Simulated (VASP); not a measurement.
# SnSe2 (P-3m1) in VASP: single point with LDA

Aim: the single point of SnSe2 with LDA.

Everything below comes from runs of VASP 6.6.1. Logs are shortened: lines on timing, memory, paths and dates and some standing lists are left out, and cuts for length are marked.

**1. The cell of the first run**

Symmetry: P-3m1, No. 164, trigonal system. The conventional cell has a = 3.559 Å, b = 3.559 Å, c = 5.119 Å, α = 90.00°, β = 90.00°, γ = 120.00°. Within 3.4 Å of Sn (site symmetry -3m) lie 6 Se at 2.59 Å. Within 3.4 Å of Se (site symmetry 3m) lie 3 Sn at 2.59 Å and 3 Se at 2.83 Å.

**2. Single point, LDA**

INCAR

```
ALGO = Normal
EDIFF = 1E-7
ENCUT = 520
ISIF = 2
ISMEAR = 0
LASPH = True
LCHARG = False
LREAL = False
LWAVE = False
NBANDS = 49
NELM = 100
PREC = Accurate
SIGMA = 0.05
```

KPOINTS

```
k-points
0
Gamma
  10 10 10
```

POSCAR

```
SnSe2
1.0
    5.3379376591      3.0818597444      0.0000000000
   -5.3379376591      3.0818597444      0.0000000000
    0.0000000000      0.0000000000      5.1192915601
Sn Se
3 6
Direct
    0.6666666667      0.3333333333      0.0000000000
    0.0000000000      0.0000000000      0.0000000000
    0.3333333333      0.6666666667      0.0000000000
    0.3333333333      0.3333333333      0.3095179928
    0.6666666667      1.0000000000      0.3095179928
    0.0000000000      0.6666666667      0.3095179928
    0.3333333333      1.0000000000      0.6904820072
    0.6666666667      0.6666666667      0.6904820072
    0.0000000000      0.3333333333      0.6904820072
```

Potentials or basis: VASP PAW LDA potentials, release 64 (Sn_d, Se).

Launch:

```bash
cat potpaw_LDA.64/Sn_d/POTCAR potpaw_LDA.64/Se/POTCAR > POTCAR
mpirun -np 1 vasp_std > vasp.out
```

OUTCAR:

```text
EDIFF = 1E-7
   ENCUT = 520
   ISIF = 2
   ISMEAR = 0
   LASPH = True
   LREAL = False
   NELM = 100
   PREC = Accurate

 ion  position               nearest neighbor table
   1  0.667  0.333  0.000-   5 2.59   9 2.59   7 2.59   6 2.59   8 2.59   4 2.59   2 3.56   3 3.56
                             3 3.56   2 3.56   2 3.56   3 3.56
   2  0.000  0.000  0.000-   5 2.59   6 2.59   7 2.59   9 2.59   8 2.59   4 2.59   1 3.56   3 3.56
                             1 3.56   3 3.56   1 3.56   3 3.56
   3  0.333  0.667  0.000-   6 2.59   7 2.59   5 2.59   9 2.59   8 2.59   4 2.59   2 3.56   1 3.56
                             1 3.56   2 3.56   2 3.56   1 3.56
   4  0.333  0.333  0.310-   2 2.59   1 2.59   3 2.59
   5  0.667  0.000  0.310-   1 2.59   2 2.59   3 2.59
   6  0.000  0.667  0.310-   2 2.59   3 2.59   1 2.59
   7  0.333  0.000  0.690-   2 2.59   3 2.59   1 2.59
   8  0.667  0.667  0.690-   2 2.59   1 2.59   3 2.59
   9  0.000  0.333  0.690-   1 2.59   2 2.59   3 2.59

  LATTYP: Found a hexagonal cell.
 ALAT       =     6.1637194888
 C/A-ratio  =     0.8305523263

  Lattice vectors:

 A1 = (   5.3379376591,   3.0818597444,   0.0000000000)
 A2 = (  -5.3379376591,   3.0818597444,   0.0000000000)
 A3 = (   0.0000000000,   0.0000000000,   5.1192915601)

Analysis of symmetry for initial positions (statically):
=====================================================================
 Subroutine PRICEL returns following result:

  LATTYP: Found a hexagonal cell.
 ALAT       =     3.5586251057
 C/A-ratio  =     1.4385588276

  Lattice vectors:

 A1 = (  -1.7793125523,  -3.0818597444,   0.0000000000)
 A2 = (   3.5586251057,   0.0000000000,   0.0000000000)
 A3 = (   0.0000000000,   0.0000000000,   5.1192915601)

   3 primitive cells build up your supercell.

 Routine SETGRP: Setting up the symmetry group for a
 hexagonal supercell.

 Subroutine GETGRP returns: Found 12 space group operations
 (whereof 12 operations were pure point group operations)
 out of a pool of 24 trial point group operations.

The static configuration has the point symmetry D_3d.

Analysis of symmetry for dynamics (positions and initial velocities):
=====================================================================
 Subroutine PRICEL returns following result:

  LATTYP: Found a hexagonal cell.
 ALAT       =     3.5586251057
 C/A-ratio  =     1.4385588276

  Lattice vectors:

 A1 = (  -1.7793125523,  -3.0818597444,   0.0000000000)
 A2 = (   3.5586251057,   0.0000000000,   0.0000000000)
 A3 = (   0.0000000000,   0.0000000000,   5.1192915601)

   3 primitive cells build up your supercell.

 Routine SETGRP: Setting up the symmetry group for a
 hexagonal supercell.

 Subroutine GETGRP returns: Found 12 space group operations
 (whereof 12 operations were pure point group operations)
 out of a pool of 24 trial point group operations.

The dynamic configuration has the point symmetry D_3d.

 Subroutine INISYM returns: Found 12 space group operations
 (whereof 12 operations are pure point group operations),
 and found     3 'primitive' translations

----------------------------------------------------------------------------------------

                                     Primitive cell

  volume of cell :      56.1442

  direct lattice vectors                    reciprocal lattice vectors
    -1.779312552 -3.081859744  0.000000000     0.000000000 -0.324479400  0.000000000
     3.558625106  0.000000000  0.000000000     0.281007403 -0.162239700  0.000000000
     0.000000000  0.000000000  5.119291560     0.000000000  0.000000000  0.195339529

  length of vectors
     3.558625106  3.558625106  5.119291560     0.324479400  0.324479400  0.195339529

  position of ions in fractional coordinates (direct lattice)
     0.000000000  0.000000000  0.000000000
     0.333333333  0.666666667  0.309517993
     0.666666667  0.333333333  0.690482007

  ion indices of the primitive-cell ions
   primitive index   ion index
                 1           1
                 2           5
                 3           9

----------------------------------------------------------------------------------------

 KPOINTS: k-points

Automatic generation of k-mesh.
 Grid dimensions read from file:
 generate k-points for:   10   10   10

 Generating k-lattice:

  Cartesian coordinates                     Fractional coordinates (reciprocal lattice)
     0.009366913  0.016223970  0.000000000     0.100000000 -0.000000000  0.000000000
    -0.009366913  0.016223970  0.000000000    -0.000000000  0.100000000  0.000000000
     0.000000000  0.000000000  0.019533953     0.000000000  0.000000000  0.100000000

  Length of vectors
     0.018733827  0.018733827  0.019533953

  Shift w.r.t. Gamma in fractional coordinates (k-lattice)
     0.000000000  0.000000000  0.000000000

 Subroutine IBZKPT returns following result:
 ===========================================

 Found    116 irreducible k-points:

 Following reciprocal coordinates:
            Coordinates               Weight
  0.000000  0.000000  0.000000      1.000000
  0.100000  0.000000  0.000000      6.000000
  0.200000  0.000000  0.000000      6.000000
  0.300000  0.000000  0.000000      6.000000
  0.400000  0.000000  0.000000      6.000000
  0.500000  0.000000  0.000000      3.000000
[... 16 lines left out ...]
  0.200000  0.100000  0.100000     12.000000
 -0.100000  0.300000  0.100000     12.000000
 [... further k-points ...]
   k-points           NKPTS =    116   k-points in BZ     NKDIM =    116   number of bands    NBANDS=     49
   number of dos      NEDOS =    301   number of ions     NIONS =      9
   total plane-waves  NPLWV =  92160
   dimension x,y,z NGX =    48 NGY =   48 NGZ =   40
   dimension x,y,z NGXF=    96 NGYF=   96 NGZF=   80
   ions per type =               3   6
   NGX,Y,Z   is equivalent  to a cutoff of  12.95, 12.95, 12.99 a.u.
   NGXF,Y,Z  is equivalent  to a cutoff of  25.89, 25.89, 25.98 a.u.
 SYSTEM =  unknown system
   PREC   = accura    normal or accurate (medium, high low for compatibility)
   ISTART =      0    job   : 0-new  1-cont  2-samecut
   ICHARG =      2    charge: 1-file 2-atom 10-const
   ISPIN  =      1    spin polarized calculation?
   LNONCOLLINEAR =      F non collinear calculations
   LSORBIT =      F    spin-orbit coupling
   LASPH  =      T    aspherical Exc in radial PAW
   ENCUT  =  520.0 eV  38.22 Ry    6.18 a.u.  11.46 11.46  9.52*2*pi/ulx,y,z
   NELM   =    100;   NELMIN=  2; NELMDL= -5     # of ELM steps
   EDIFF  = 0.1E-06   stopping-criterion for ELM
   LREAL  =      F    real-space projection
   EDIFFG = 0.1E-05   stopping-criterion for IOM
   NSW    =      0    number of steps for IOM
   IBRION =     -1    ionic relax: 0-MD 1-quasi-New 2-CG
   NFREE  =      0    steps in history (QN), initial steepest desc. (CG)
   ISIF   =      2    stress and relaxation
   ISYM   =      2    0-nonsym 1-usesym 2-fastsym
   POTIM  = 0.5000    time-step for ionic-motion
   TEBEG  =    0.0;   TEEND  =   0.0 temperature during run
   PSTRESS=    0.0 pullay stress
   NELECT =      78.0000    total number of electrons
   NUPDOWN=      -1.0000    fix difference up-down
   EMIN   =  10.00;   EMAX   =-10.00  energy-range for DOS
   EFERMI =   0.00;   METHOD = LEGACY
   ISMEAR =     0;   SIGMA  =   0.05  broadening in eV -4-tet -1-fermi 0-gaus
   EFERMI_NEDOS =   21; number of points for ismear=-14 and -15
   IALGO  =     38    algorithm
   IMIX   =      4    mixing-type and parameters
     AMIX     =   0.40;   BMIX     =  1.00
     AMIX_MAG =   1.60;   BMIX_MAG =  1.00
  volume/ion in A,a.u.               =      18.71       126.29
  Fermi-wavevector in a.u.,A,eV,Ry     =   1.266575  2.393480 21.826637  1.604213
  Thomas-Fermi vector in A             =   2.399769
   LORBIT       =      0    0 simple, 1 ext, 2 COOP (PROOUT), +10 PAW based schemes
   GGA     = CA    functional components
   LHFCALC =     F    Hartree Fock is set to
   AEXX    =    0.0000 exact exchange contribution
   IVDW    =     0    specifies the selected vdW correction
   LEPSILON=     F    determine dielectric tensor
   LRPA    =     F    only Hartree local field effects (RPA)
 non-spin polarized calculation
 Gauss-broadening in eV      SIGMA  =   0.05
  energy-cutoff  :      520.00
  volume of cell :      168.43
 maximum number of plane-waves:      4592
 NGX is ok and might be reduce to    48
   NGX = 23   NGY = 23   NGZ = 19

 number of electron      77.9999982 magnetization

 Free energy of the ion-electron system (eV)
  ---------------------------------------------------
  ext. energy  EPLUGINS =         0.00000000
  ---------------------------------------------------
  free energy    TOTEN  =       -38.43045068 eV

  energy without entropy =      -38.42832327  energy(sigma->0) =      -38.42938697

 E-fermi :   8.9269     XC(G=0): -11.4224

 val. band max:        8.9221799819   @ k =   0.2000   0.0000   0.1000
 cond. band min:       8.9707530780   @ k =  -0.1000   0.5000   0.3000
 fundamental gap:      0.0485730960
 Fermi energy:         8.9269474456

 k-point     1 :       0.0000    0.0000    0.0000
  band No.  band energies     occupation
      1     -13.1020      2.00000
      2     -13.1020      2.00000
      3     -13.1020      2.00000
      4     -13.1020      2.00000
      5     -13.0605      2.00000
      6     -13.0605      2.00000
[... 41 lines left out ...]
     48      15.3861      0.00000
     49      15.3861      0.00000

 k-point     2 :       0.1000    0.0000    0.0000
  band No.  band energies     occupation
      1     -13.1232      2.00000
      2     -13.1201      2.00000
      3     -13.0824      2.00000
      4     -13.0799      2.00000
      5     -13.0636      2.00000
      6     -13.0579      2.00000
[... 1136 lines left out ...]
 k-point    24 :      -0.1000    0.3000    0.1000
  band No.  band energies     occupation
      1     -13.1522      2.00000
      2     -13.1406      2.00000
      3     -13.0824      2.00000
      4     -13.0530      2.00000
      5     -13.0465      2.00000
      6     -13.0450      2.00000
[... 41 lines left out ...]
     48      13.6420      0.00000
     49      14.1640      0.00000

 [... further k-points ...]

------------------------ aborting loop because EDIFF is reached ----------------------------------------

  FORCE on cell =-STRESS in cart. coord.  units (eV):
  Direction    XX          YY          ZZ          XY          YZ          ZX
  --------------------------------------------------------------------------------------
  -------------------------------------------------------------------------------------
  Total       26.7743439     26.7743439     26.8333695      0.0000000     -0.0000000      0.0000000
  in kB      254.6848969    254.6848969    255.2463649      0.0000000     -0.0000000      0.0000000
  external PRESSURE =     254.8720529 kB  Pullay stress =       0.0000000 kB

 VOLUME and BASIS-vectors are now :
 -----------------------------------------------------------------------------
  energy-cutoff  :      520.00
  volume of cell :      168.43
      direct lattice vectors                 reciprocal lattice vectors
     5.337937659  3.081859744  0.000000000     0.093669134  0.162239700  0.000000000
    -5.337937659  3.081859744  0.000000000    -0.093669134  0.162239700  0.000000000
     0.000000000  0.000000000  5.119291560     0.000000000  0.000000000  0.195339529

 POSITION                                       TOTAL-FORCE (eV/Angst)
 -----------------------------------------------------------------------------------
      1.77931      3.08186      0.00000        -0.000000     -0.000000      0.000000
      0.00000      0.00000      0.00000         0.000000      0.000000      0.000000
     -1.77931      3.08186      0.00000         0.000000      0.000000      0.000000
      0.00000      2.05457      1.58451        -0.000000      0.000000      0.021137
      3.55863      2.05457      1.58451        -0.000000     -0.000000      0.021137
     -3.55863      2.05457      1.58451         0.000000     -0.000000      0.021137
      1.77931      1.02729      3.53478        -0.000000      0.000000     -0.021137
      0.00000      4.10915      3.53478         0.000000      0.000000     -0.021137
     -1.77931      1.02729      3.53478         0.000000     -0.000000     -0.021137
 -----------------------------------------------------------------------------------
    total drift:                               -0.000000      0.000000      0.000000

  FREE ENERGIE OF THE ION-ELECTRON SYSTEM (eV)
  ---------------------------------------------------
  free  energy   TOTEN  =       -38.4304506783 eV

  energy  without entropy=      -38.4283232657  energy(sigma->0) =      -38.42938697
```

Wall time 13 min (1 thread of Intel Xeon Platinum 8488C (Sapphire Rapids), shared host); peak memory 0.74 GiB.

What came out:

| Property | Result |
| --- | --- |
| Free energy | -38.4305 eV |
| Pressure | 25.5 GPa |
| Largest force | 0.021 eV/Å |
| Band gap on the k mesh | zero (bands 39 and 40 overlap by 1.55 eV) |

Forces on the atoms (eV/Å):
```
Sn   0.000  0.000  0.000
Sn   0.000  0.000  0.000
Sn   0.000  0.000  0.000
Se   0.000  0.000  0.021
Se   0.000  0.000  0.021
Se   0.000  0.000  0.021
Se   0.000  0.000 -0.021
Se   0.000  0.000 -0.021
Se   0.000  0.000 -0.021
```

Caveat: the cell stands under pressure; spin-orbit coupling is left out, which moves the levels of the heavy elements.

The gap in the log of VASP goes by the Fermi energy; the results here count the filled bands.